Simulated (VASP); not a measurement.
**Fe: relaxation of cell and atoms with PBE**

Fe:

```xyz
1
Lattice="2.1081 0.0000 0.0000 0.0000 2.1081 0.0000 0.0000 0.0000 2.1081" Properties=species:S:1:pos:R:3 pbc="T T T"
Fe    0.0000    0.0000    0.0000
```

```json
{
  "Program": "VASP 6.6.1",
  "Task": "relaxation of cell and atoms",
  "Functional": "PBE",
  "Potentials or basis": "VASP PAW PBE potentials, release 64 (Fe)",
  "Cutoff": "600 eV",
  "k mesh": "18 × 18 × 18",
  "Occupations": "fermi-dirac, width 0.08 eV",
  "Spin": "collinear spin, ferromagnetic start",
  "Starting moments": "[2.5] μB",
  "Target pressure": "74 GPa",
  "Dipole correction": "no",
  "Further INCAR settings": "ALGO = Normal; EDIFF = 1e-07; IBRION = 2; EDIFFG = -0.005; NSW = 32; ISIF = 3"
}
```

```
Relaxed volume                                         : 9.33 Å³/atom
Relaxed cell                                           : a = 2.105 Å, b = 2.105 Å, c = 2.105 Å, α = 90.00°, β = 90.00°, γ = 90.00°
Space group after relaxing (to 0.05 Å)                 : Pm-3m (No. 221)
Energy change on relaxing (the enthalpy is what falls) : +18.8 meV/atom
Ionic steps                                            : 3
Pressure after relaxing                                : 74.0 GPa
Band gap on the k mesh                                 : zero (filled and empty bands overlap)
Net moment                                             : 0.00 μB per cell
Valence electrons inside the program's atomic spheres  : Fe 7.99
```

Step by step:
```tsv
step	energy change (eV)	largest force (eV/Å)	pressure (GPa)	volume (Å³)
1	0.0000	0.0000	71.79	9.37
2	0.0830	0.0000	81.34	9.19
3	0.0188	0.0000	74.02	9.33
```

Final structure:
```
Fe
1.0
     2.10497    0.00000    0.00000
     0.00000    2.10497    0.00000
     0.00000    0.00000    2.10497
Fe
1
Direct
  0.00000 0.00000 0.00000
```

Levels at points of the mesh, in eV from the Fermi level:
Spin up:
| k point | band 1 | band 2 | band 3 | band 4 | band 5 | band 6 | band 7 | band 8 |
| --- | --- | --- | --- | --- | --- | --- | --- | --- |
| (0.00, 0.00, 0.00) | -9.66 | -5.15 | -5.15 | 1.33 | 1.33 | 1.33 | 23.77 | 23.77 |
| (0.50, 0.00, 0.00) | -4.72 | -4.27 | -1.68 | -0.90 | -0.90 | 1.53 | 7.59 | 26.12 |
| (0.50, 0.50, 0.00) | -6.75 | -3.32 | -0.42 | -0.42 | 2.80 | 6.91 | 6.91 | 14.13 |
| (0.50, 0.50, 0.50) | -4.85 | -4.85 | -4.85 | 2.92 | 2.92 | 13.13 | 16.77 | 16.77 |
Spin down:
```csv
k point,band 1,band 2,band 3,band 4,band 5,band 6,band 7,band 8
"(0.00, 0.00, 0.00)",-9.66,-5.15,-5.15,1.33,1.33,1.33,23.77,23.77
"(0.50, 0.00, 0.00)",-4.72,-4.27,-1.68,-0.90,-0.90,1.53,7.59,26.12
"(0.50, 0.50, 0.00)",-6.75,-3.32,-0.42,-0.42,2.80,6.91,6.91,14.13
"(0.50, 0.50, 0.50)",-4.85,-4.85,-4.85,2.92,2.92,13.13,16.77,16.77
```

Run time: 68 s on 1 thread of AMD EPYC 9R45 96-Core Processor (Zen 5), on a shared host, peak memory 0.13 GiB.

Caveat: the starting moments collapsed, and a magnetic state may lie lower; the cell is relaxed towards a set pressure, so the enthalpy falls and the energy may rise.
